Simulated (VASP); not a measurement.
Crystal: Lu2Si3P.

```
Lu Si P
1.0
     4.44466    0.00000    0.00000
     0.00000    4.44466    0.00000
     0.00000    0.00000    5.97158
Lu Si P
2 3 1
Direct
  0.00000 0.50000 0.50000
  0.50000 0.00000 0.50000
  0.00000 0.00000 0.20086
  0.00000 0.00000 0.79914
  0.00000 0.00000 0.50000
  0.50000 0.50000 0.50000
```

The cell was built from a structure type or drawn by symmetry, and may not be a known phase.

- Program: VASP 6.6.1
- Task: relaxation of cell and atoms
- Functional: PBE
- Potentials or basis: VASP PAW PBE potentials, release 64 (Lu, Si, P)
- Cutoff: 600 eV
- k mesh: 4 × 4 × 4
- Occupations: gaussian, width 0.1 eV
- Spin: no spin polarisation

At the start: pressure 67.6 GPa; volume 19.66 Å³/atom.

Problem. How do energy, volume and symmetry change on relaxing?

Solution. Over 13 steps the energy falls by 2154.1 meV/atom and the volume is 32.99 Å³/atom (+67.8 %); space group P4/mmm (No. 123, to 0.1 Å) before and after.

The path:
```tsv
step	energy change (eV)	largest force (eV/Å)	pressure (GPa)	volume (Å³)
1	0.0000	13.4894	67.56	117.97
2	0.8329	40.2033	3.08	323.45
3	-11.7387	7.5794	5.63	190.66
4	-11.7688	7.2744	6.02	188.54
5	-11.9068	0.0184	-5.54	240.47
6	-12.7439	0.4916	1.77	209.55
7	-12.6287	0.1347	-3.10	217.41
8	-12.7139	0.1839	-2.23	212.60
9	-12.7311	0.3203	-1.92	211.12
10	-12.7382	0.4012	-1.75	210.34
11	-12.8884	0.3144	-1.17	204.93
12	-12.9084	0.2008	-0.76	202.46
13	-12.9244	0.0390	0.15	197.96
```

Final structure:
```xyz
6
Lattice="5.3843 0.0000 0.0000 0.0000 5.3843 0.0000 0.0000 0.0000 6.8286" Properties=species:S:1:pos:R:3 pbc="T T T"
Lu    0.0000    2.6921    3.4143
Lu    2.6921    5.3843    3.4143
Si    0.0000    0.0000    1.1273
Si    0.0000    0.0000    5.7012
Si    0.0000    5.3843    3.4143
P     2.6921    2.6921    3.4143
```

Caveat: the volume moved by over 15 % at a fixed basis, so the end points are rough.
